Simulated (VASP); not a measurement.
# B (P4_322) in VASP: notebook, part 2 of 2

VASP 6.6.1. Earlier steps stand in the parts before.

### Step 3. Single point, PBE

This run uses another cell than the first one, of 9.08 Å³/atom, 0.989 times its volume.

The input, INCAR:

```
ALGO     = Normal         # electronic algorithm
EDIFF    = 1E-6           # SCF threshold, eV
ENCUT    = 520            # plane-wave cutoff, eV
GGA      = PE             # functional
ISIF     = 2              # what is computed and relaxed
ISMEAR   = 0              # smearing method
LASPH    = T              # aspherical terms in the spheres
LCHARG   = T              # write CHGCAR
LELF     = T              # ELF
LREAL    = F              # projectors in reciprocal space
LVHAR    = T            
LWAVE    = F              # write WAVECAR
NBANDS   = 22             # bands
NELM     = 100            # most SCF steps
PREC     = Accurate       # precision mode
SIGMA    = 0.1            # smearing width, eV
```

The input, KPOINTS:

```
k-points
0
Gamma
  8 8 14
```

The input, POSCAR:

```
B
1.0
    4.9851600753      0.0000000000      0.0000000000
    0.0000000000      4.9851600753      0.0000000000
    0.0000000000      0.0000000000      2.9228573454
B
8
Direct
    0.5000000000      0.0809390802      0.0000000000
    0.5000000000      0.9190609198      0.5000000000
    0.9190609198      0.5000000000      0.7500000000
    0.0809390802      0.5000000000      0.2500000000
    0.5000000000      0.7339783231      0.0000000000
    0.5000000000      0.2660216769      0.5000000000
    0.2660216769      0.5000000000      0.7500000000
    0.7339783231      0.5000000000      0.2500000000
```

Potentials or basis: VASP PAW PBE potentials, release 64 (B).

Launch:

```
cat potpaw_PBE.64/B/POTCAR > POTCAR
mpirun -np 1 vasp_std > vasp.out
```

OUTCAR:

```text
EDIFF = 1E-6
   ENCUT = 520
   GGA = PE
   ISIF = 2
   ISMEAR = 0
   LASPH = T
   LREAL = F
   NELM = 100
   PREC = Accurate

 ion  position               nearest neighbor table
   1  0.500  0.081  0.000-   2 1.67   2 1.67   6 1.73   6 1.73   5 1.73
   2  0.500  0.919  0.500-   1 1.67   1 1.67   5 1.73   5 1.73   6 1.73
   3  0.919  0.500  0.750-   4 1.67   4 1.67   8 1.73   8 1.73   7 1.73
   4  0.081  0.500  0.250-   3 1.67   3 1.67   7 1.73   7 1.73   8 1.73
   5  0.500  0.734  0.000-   2 1.73   2 1.73   1 1.73   8 1.80   7 1.80
   6  0.500  0.266  0.500-   1 1.73   1 1.73   2 1.73   8 1.80   7 1.80
   7  0.266  0.500  0.750-   4 1.73   4 1.73   3 1.73   6 1.80   5 1.80
   8  0.734  0.500  0.250-   3 1.73   3 1.73   4 1.73   6 1.80   5 1.80

  LATTYP: Found a simple tetragonal cell.
 ALAT       =     4.9851600753
 C/A-ratio  =     0.5863116332

  Lattice vectors:

 A1 = (   4.9851600753,   0.0000000000,   0.0000000000)
 A2 = (   0.0000000000,   4.9851600753,   0.0000000000)
 A3 = (   0.0000000000,   0.0000000000,   2.9228573454)

Analysis of symmetry for initial positions (statically):
[... 190 lines left out ...]
 val. band max:        4.3689417999   @ k =   0.3750   0.3750   0.3571
 cond. band min:       4.3775500976   @ k =   0.5000   0.3750   0.3571
 fundamental gap:      0.0086082977
 Fermi energy:         4.3757238710

 k-point     1 :       0.0000    0.0000    0.0000
  band No.  band energies     occupation
      1     -10.9086      2.00000
      2      -8.6664      2.00000
      3      -5.3862      2.00000
      4      -5.3862      2.00000
      5      -4.7552      2.00000
      6      -0.8324      2.00000
[... 589 lines left out ...]
     21      11.4878      0.00000
     22      12.9425      0.00000

 [... further k-points ...]
[... 5 lines left out ...]
  --------------------------------------------------------------------------------------
  -------------------------------------------------------------------------------------
  Total       -0.0274413     -0.0274413      0.0281038      0.0000000      0.0000000     -0.0000000
  in kB       -0.6052708     -0.6052708      0.6198837      0.0000000      0.0000000     -0.0000000
  external PRESSURE =      -0.1968860 kB  Pullay stress =       0.0000000 kB

 VOLUME and BASIS-vectors are now :
 -----------------------------------------------------------------------------
  energy-cutoff  :      520.00
  volume of cell :       72.64
      direct lattice vectors                 reciprocal lattice vectors
     4.985160075  0.000000000  0.000000000     0.200595364  0.000000000  0.000000000
     0.000000000  4.985160075  0.000000000     0.000000000  0.200595364  0.000000000
     0.000000000  0.000000000  2.922857345     0.000000000  0.000000000  0.342130964

 POSITION                                       TOTAL-FORCE (eV/Angst)
 -----------------------------------------------------------------------------------
      2.49258      0.40349      0.00000         0.000000      0.005443      0.000000
      2.49258      4.58167      1.46143        -0.000000     -0.005443     -0.000000
      4.58167      2.49258      2.19214        -0.005443     -0.000000      0.000000
      0.40349      2.49258      0.73071         0.005443     -0.000000     -0.000000
      2.49258      3.65900      0.00000        -0.000000     -0.008351     -0.000000
      2.49258      1.32616      1.46143        -0.000000      0.008351     -0.000000
      1.32616      2.49258      2.19214         0.008351     -0.000000     -0.000000
      3.65900      2.49258      0.73071        -0.008351     -0.000000     -0.000000
 -----------------------------------------------------------------------------------
    total drift:                               -0.000000      0.000000     -0.000000

  FREE ENERGIE OF THE ION-ELECTRON SYSTEM (eV)
  ---------------------------------------------------
  free  energy   TOTEN  =       -49.6062252031 eV

  energy  without entropy=      -49.5993333725  energy(sigma->0) =      -49.60277929
```

OSZICAR:

```text
N       E                     dE             d eps       ncg     rms          rms(c)
DAV:   1     0.497316575832E+02    0.49732E+02   -0.10952E+04  5280   0.971E+02
DAV:   2    -0.487489164066E+02   -0.98481E+02   -0.94411E+02  7016   0.193E+02
DAV:   3    -0.527844710997E+02   -0.40356E+01   -0.39856E+01  7078   0.346E+01
DAV:   4    -0.528239488626E+02   -0.39478E-01   -0.39449E-01  7018   0.360E+00
DAV:   5    -0.528244522967E+02   -0.50343E-03   -0.50339E-03  7134   0.384E-01    0.884E+00
DAV:   6    -0.504850114496E+02    0.23394E+01   -0.17117E+00  6454   0.568E+00    0.501E+00
DAV:   7    -0.495831175172E+02    0.90189E+00   -0.22156E+00  6544   0.668E+00    0.837E-01
DAV:   8    -0.496018259950E+02   -0.18708E-01   -0.11649E-01  6480   0.169E+00    0.309E-01
DAV:   9    -0.496048748960E+02   -0.30489E-02   -0.92618E-03  6638   0.443E-01    0.125E-01
DAV:  10    -0.496057982174E+02   -0.92332E-03   -0.13532E-03  6476   0.175E-01    0.439E-02
DAV:  11    -0.496061817811E+02   -0.38356E-03   -0.34113E-04  6254   0.857E-02    0.139E-02
DAV:  12    -0.496062217579E+02   -0.39977E-04   -0.11148E-04  6588   0.471E-02    0.423E-03
DAV:  13    -0.496062247296E+02   -0.29717E-05   -0.53293E-06  6640   0.124E-02    0.164E-03
DAV:  14    -0.496062252031E+02   -0.47344E-06   -0.10125E-06  5664   0.473E-03
   1 F= -.49606225E+02 E0= -.49602779E+02  d E =-.689183E-02
```

stdout:

```text
POSCAR found type information on POSCAR B
 POSCAR found :  1 types and       8 ions
 scaLAPACK will be used
 LDA part: xc-table for (Slater+PW92), standard interpolation
 POSCAR, INCAR and KPOINTS ok, starting setup
 FFT: planning ... GRIDC
 FFT: planning ... GRID_SOFT
 FFT: planning ... GRID
 WAVECAR not read
 entering main loop
```

Run time: 2.5 min. Hardware: 1 thread of Intel Xeon Platinum 8488C (Sapphire Rapids), shared host; peak memory 0.26 GiB.

Results:

```yaml
Free_energy: -49.6062 eV
Pressure: 0.0 GPa
Largest_force: 0.008 eV/Å
Band_gap_on_the_k_mesh: zero (band 12 reaches 5.56 eV, above the bottom of band 13 at 3.25 eV)
```

Forces on the atoms (eV/Å):
```
B    0.000  0.005  0.000
B    0.000 -0.005  0.000
B   -0.005  0.000  0.000
B    0.005  0.000  0.000
B    0.000 -0.008  0.000
B    0.000  0.008  0.000
B    0.008  0.000  0.000
B   -0.008  0.000  0.000
```

Stress tensor (GPa, compression positive):
```
-0.06  0.00  0.00
 0.00 -0.06  0.00
 0.00  0.00  0.06
```

Levels at points of the mesh, in eV from the Fermi level:
```tsv
k point	band 8	band 9	band 10	band 11	band 12	band 13	band 14	band 15	band 16	band 17
(0.00, 0.00, 0.00)	-3.72	-3.72	-3.52	1.05	1.19	1.19	1.33	3.29	3.29	4.24
(0.50, 0.00, 0.00)	-5.00	-4.93	-1.48	-1.27	0.58	0.70	2.01	3.89	3.89	5.19
(0.50, 0.50, 0.00)	-4.43	-4.43	-3.98	-1.99	-0.13	-0.13	3.29	4.55	4.55	5.03
(0.00, 0.00, 0.50)	-6.48	-5.06	-5.06	0.02	0.02	0.73	0.73	1.00	1.00	6.99
(0.50, 0.00, 0.50)	-6.04	-3.52	-3.52	-1.59	-1.59	0.07	0.07	3.23	3.23	5.59
(0.50, 0.50, 0.50)	-4.67	-2.81	-2.81	-2.60	-2.60	1.64	1.64	2.01	2.01	4.19
```
